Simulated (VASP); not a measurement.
A run of VASP 6.6.1:

File INCAR:

```
  ALGO = Normal
  EDIFF = 1E-6
  ENCUT = 500
  GGA = PE
  GGA_COMPAT = F
  ISIF = 2
  ISMEAR = 0
  LASPH = T
  LCHARG = T
  LELF = T
  LMAXMIX = 6
  LREAL = F
  LVHAR = T
  LWAVE = F
  NBANDS = 28
  NELM = 200
  PREC = Accurate
  SIGMA = 0.1
```

The input KPOINTS:

```
k-points
0
Gamma
  4 4 2
```

POSCAR

```
HoNbSe3
1.0
    4.0972825700      0.0000000000      0.0000000000
    0.0000000000      4.0972825700      0.0000000000
    0.0000000000      0.0000000000      8.5117680600
Ho Nb Se
1 1 3
Direct
    0.0000000000      0.0000000000      0.0000000000
    0.5000000000      0.5000000000      0.0000000000
    0.5000000000      0.5000000000      0.7756828700
    0.5000000000      0.5000000000      0.2243171300
    0.5000000000      0.5000000000      0.5000000000
```

Potentials or basis: VASP PAW PBE potentials, release 64 (Ho_3, Nb_sv, Se), 4f in core.

Run with:

```sh
$ cat potpaw_PBE.64/Ho_3/POTCAR potpaw_PBE.64/Nb_sv/POTCAR potpaw_PBE.64/Se/POTCAR > POTCAR
$ mpirun -np 1 vasp_std > vasp.out
```

Hardware: 1 thread of Intel(R) Xeon(R) Platinum 8488C (Sapphire Rapids), on a shared host.

Estimate the wall time of this run.

Wall time 70 s on 1 thread of Intel(R) Xeon(R) Platinum 8488C (Sapphire Rapids), with other jobs on the host, peak memory 0.24 GiB. Counts: scf iterations 17, k points 12.
